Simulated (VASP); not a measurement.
A run of VASP 6.6.1 is set up as follows.

Contents of INCAR:

```
ALGO = Normal
EDIFF = 1E-6
ENCUT = 500
GGA = PE
GGA_COMPAT = False
ISIF = 2
ISMEAR = -1
LASPH = True
LCHARG = False
LREAL = False
LWAVE = False
NBANDS = 19
NELM = 120
PREC = Accurate
SIGMA = 0.1
```

Contents of KPOINTS:

```
k-points
0
Gamma
  14 14 14
```

File POSCAR:

```
Zr
1.0
   -2.5700442759      2.5700442759      1.4294655296
    2.5700442759     -2.5700442759      1.4294655296
    2.5700442759      2.5700442759     -1.4294655296
Zr
2
Direct
   -0.3750000000     -0.1250000000     -0.2500000000
    0.3750000000      0.1250000000      0.2500000000
```

Potentials or basis: VASP PAW PBE potentials, release 64 (Zr_sv).

Run with:

```console
$ cat potpaw_PBE.64/Zr_sv/POTCAR > POTCAR
$ mpirun -np 1 vasp_std > vasp.out
```

Problem. What does it give for the pressure?

Solution. 26.3 GPa.

Problem. Predict the band gap on the k mesh.

Solution. Zero (band 12 reaches 11.34 eV, above the bottom of band 13 at 10.00 eV).

Stress tensor (GPa, compression positive):
```
26.41  0.00  0.00
 0.00 26.41  0.00
 0.00  0.00 26.18
```
